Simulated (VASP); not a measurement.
# SnO2 in VASP: notebook

The runs below take SnO2 through single point, with LDA.

Everything below comes from runs of VASP 6.6.1. Logs are shortened: lines on timing, memory, paths and dates and some standing lists are left out, and cuts for length are marked.

## 1. The cell of the first run

It takes space group P4_2/mnm (No. 136, tetragonal). The conventional cell has a = 4.830 Å, b = 4.830 Å, c = 3.249 Å, α = 90.00°, β = 90.00°, γ = 90.00°. Sn (site symmetry mmm) has 6 O at 2.09 to 2.10 Å within 2.8 Å. Within 2.8 Å of O (site symmetry m2m) lie 3 Sn at 2.09 to 2.10 Å and 1 O at 2.66 Å.

## 2. Single point, LDA (volume scaled by 1.06)

Contents of INCAR:

```
  ALGO = Normal
  EDIFF = 1E-6
  ENCUT = 520
  GGA = CA
  ISIF = 2
  ISMEAR = -1
  LASPH = T
  LCHARG = F
  LREAL = F
  LWAVE = F
  NBANDS = 35
  NELM = 60
  PREC = Accurate
  SIGMA = 0.03
```

Contents of KPOINTS:

```
k-points
0
Gamma
  4 4 6
```

Contents of POSCAR:

```
SnO2
1.0
    4.8302628043      0.0000000000      0.0000000000
    0.0000000000      4.8302628043      0.0000000000
    0.0000000000      0.0000000000      3.2488942974
Sn O
2 4
Direct
    0.0000000000      0.0000000000      0.0000000000
    0.5000000000      0.5000000000      0.5000000000
    0.3056200000      0.3056200000      0.0000000000
    0.1943800000      0.8056200000      0.5000000000
    0.6943800000      0.6943800000      0.0000000000
    0.8056200000      0.1943800000      0.5000000000
```

Potentials or basis: VASP PAW LDA potentials, release 64 (Sn_d, O).

Launch:

```console
$ cat potpaw_LDA.64/Sn_d/POTCAR potpaw_LDA.64/O/POTCAR > POTCAR
$ mpirun -np 1 vasp_std > vasp.out
```

OUTCAR:

```text
EDIFF = 1E-6
   ENCUT = 520
   GGA = CA
   ISIF = 2
   ISMEAR = -1
   LASPH = T
   LREAL = F
   NELM = 60
   PREC = Accurate

 ion  position               nearest neighbor table
   1  0.000  0.000  0.000-   3 2.09   5 2.09   4 2.10   6 2.10   4 2.10   6 2.10
   2  0.500  0.500  0.500-   4 2.09   6 2.09   5 2.10   3 2.10   3 2.10   5 2.10
   3  0.306  0.306  0.000-   1 2.09   2 2.10   2 2.10
   4  0.194  0.806  0.500-   2 2.09   1 2.10   1 2.10
   5  0.694  0.694  0.000-   1 2.09   2 2.10   2 2.10
   6  0.806  0.194  0.500-   2 2.09   1 2.10   1 2.10

  LATTYP: Found a simple tetragonal cell.
 ALAT       =     4.8302628043
 C/A-ratio  =     0.6726123255

  Lattice vectors:

 A1 = (   4.8302628043,   0.0000000000,   0.0000000000)
 A2 = (   0.0000000000,   4.8302628043,   0.0000000000)
 A3 = (   0.0000000000,   0.0000000000,   3.2488942974)

Analysis of symmetry for initial positions (statically):
=====================================================================
 Subroutine PRICEL returns:
 Original cell was already a primitive cell.

 Routine SETGRP: Setting up the symmetry group for a
 simple tetragonal supercell.

 Subroutine GETGRP returns: Found 16 space group operations
 (whereof  8 operations were pure point group operations)
 out of a pool of 16 trial point group operations.

The static configuration has the point symmetry D_2h.
 The point group associated with its full space group is D_4h.

Analysis of symmetry for dynamics (positions and initial velocities):
=====================================================================
 Subroutine PRICEL returns:
 Original cell was already a primitive cell.

 Routine SETGRP: Setting up the symmetry group for a
 simple tetragonal supercell.

 Subroutine GETGRP returns: Found 16 space group operations
 (whereof  8 operations were pure point group operations)
 out of a pool of 16 trial point group operations.

The dynamic configuration has the point symmetry D_2h.
 The point group associated with its full space group is D_4h.

 Subroutine INISYM returns: Found 16 space group operations
 (whereof  8 operations are pure point group operations),
 and found     1 'primitive' translations

[... 100 lines left out ...]
   NELM   =     60;   NELMIN=  2; NELMDL= -5     # of ELM steps
   EDIFF  = 0.1E-05   stopping-criterion for ELM
   LREAL  =      F    real-space projection
   EDIFFG = 0.1E-04   stopping-criterion for IOM
   NSW    =      0    number of steps for IOM
   IBRION =     -1    ionic relax: 0-MD 1-quasi-New 2-CG
   NFREE  =      0    steps in history (QN), initial steepest desc. (CG)
   ISIF   =      2    stress and relaxation
   ISYM   =      2    0-nonsym 1-usesym 2-fastsym
   POTIM  = 0.5000    time-step for ionic-motion
   TEBEG  =    0.0;   TEEND  =   0.0 temperature during run
   PSTRESS=    0.0 pullay stress
   NELECT =      52.0000    total number of electrons
   NUPDOWN=      -1.0000    fix difference up-down
   EMIN   =  10.00;   EMAX   =-10.00  energy-range for DOS
   EFERMI =   0.00;   METHOD = LEGACY
   ISMEAR =    -1;   SIGMA  =   0.03  broadening in eV -4-tet -1-fermi 0-gaus
   EFERMI_NEDOS =   21; number of points for ismear=-14 and -15
   IALGO  =     38    algorithm
   IMIX   =      4    mixing-type and parameters
     AMIX     =   0.40;   BMIX     =  1.00
     AMIX_MAG =   1.60;   BMIX_MAG =  1.00
  volume/ion in A,a.u.               =      12.63        85.26
  Fermi-wavevector in a.u.,A,eV,Ry     =   1.443833  2.728448 28.363429  2.084653
  Thomas-Fermi vector in A             =   2.562196
   LORBIT       =      0    0 simple, 1 ext, 2 COOP (PROOUT), +10 PAW based schemes
   GGA     = CA    functional components
   LHFCALC =     F    Hartree Fock is set to
   AEXX    =    0.0000 exact exchange contribution
   IVDW    =     0    specifies the selected vdW correction
   LEPSILON=     F    determine dielectric tensor
   LRPA    =     F    only Hartree local field effects (RPA)
 non-spin polarized calculation
  energy-cutoff  :      520.00
  volume of cell :       75.80
 maximum number of plane-waves:      2076
 NGX is ok and might be reduce to    36
   NGX = 17   NGY = 17   NGZ = 13

 number of electron      51.9999996 magnetization

 Free energy of the ion-electron system (eV)
  ---------------------------------------------------
  ext. energy  EPLUGINS =         0.00000000
  ---------------------------------------------------
  free energy    TOTEN  =       -42.13137512 eV

  energy without entropy =      -42.13137148  energy(sigma->0) =      -42.13137330

 E-fermi :   5.4419     XC(G=0): -11.5009

 val. band max:        5.2006043459   @ k =   0.0000   0.0000   0.0000
 cond. band min:       5.6830627809   @ k =   0.0000   0.0000   0.0000
 fundamental gap:      0.4824584350
 Fermi energy:         5.4418633964

 k-point     1 :       0.0000    0.0000    0.0000
  band No.  band energies     occupation
      1     -15.7321      2.00000
      2     -15.0946      2.00000
      3     -14.9075      2.00000
      4     -14.8843      2.00000
      5     -14.8843      2.00000
      6     -14.8144      2.00000
[... 901 lines left out ...]
     34      15.4765      0.00000
     35      17.7069      0.00000

------------------------ aborting loop because EDIFF is reached ----------------------------------------

  FORCE on cell =-STRESS in cart. coord.  units (eV):
  Direction    XX          YY          ZZ          XY          YZ          ZX
  --------------------------------------------------------------------------------------
  -------------------------------------------------------------------------------------
  Total       -4.8234945     -4.8234945     -5.8319263     -0.0000000      0.0000000      0.0000000
  in kB     -101.9518858   -101.9518858   -123.2666264     -0.0000000      0.0000000      0.0000000
  external PRESSURE =    -109.0567993 kB  Pullay stress =       0.0000000 kB

 VOLUME and BASIS-vectors are now :
 -----------------------------------------------------------------------------
  energy-cutoff  :      520.00
  volume of cell :       75.80
      direct lattice vectors                 reciprocal lattice vectors
     4.830262804  0.000000000  0.000000000     0.207028073  0.000000000  0.000000000
     0.000000000  4.830262804  0.000000000     0.000000000  0.207028073  0.000000000
     0.000000000  0.000000000  3.248894297     0.000000000  0.000000000  0.307797025

 POSITION                                       TOTAL-FORCE (eV/Angst)
 -----------------------------------------------------------------------------------
      0.00000      0.00000      0.00000        -0.000000     -0.000000     -0.000000
      2.41513      2.41513      1.62445        -0.000000     -0.000000     -0.000000
      1.47622      1.47622      0.00000         0.163497      0.163497      0.000000
      0.93891      3.89136      1.62445        -0.163497      0.163497      0.000000
      3.35404      3.35404      0.00000        -0.163497     -0.163497     -0.000000
      3.89136      0.93891      1.62445         0.163497     -0.163497     -0.000000
 -----------------------------------------------------------------------------------
    total drift:                                0.000000      0.000000      0.000000

  FREE ENERGIE OF THE ION-ELECTRON SYSTEM (eV)
  ---------------------------------------------------
  free  energy   TOTEN  =       -42.1313751216 eV

  energy  without entropy=      -42.1313714770  energy(sigma->0) =      -42.13137330
```

Wall time 26 s (1 thread of AMD EPYC 9R45 (Zen 5), shared host); peak memory 0.15 GiB.

Results:

| Item | Value |
| --- | --- |
| Free energy | -42.1314 eV |
| Pressure | -10.9 GPa |
| Largest force | 0.231 eV/Å |
| Band gap on the k mesh | 0.48 eV, direct |

Forces in eV/Å, atoms in the order of the input:
```
Sn   0.000  0.000  0.000
Sn   0.000  0.000  0.000
O    0.163  0.163  0.000
O   -0.163  0.163  0.000
O   -0.163 -0.163  0.000
O    0.163 -0.163  0.000
```

Stress tensor (GPa, compression positive):
```
-10.20   0.00   0.00
  0.00 -10.20   0.00
  0.00   0.00 -12.33
```

Caveat: spin-orbit coupling is left out, which moves the levels of the heavy elements.

(Part 1 of 2 ends here.)
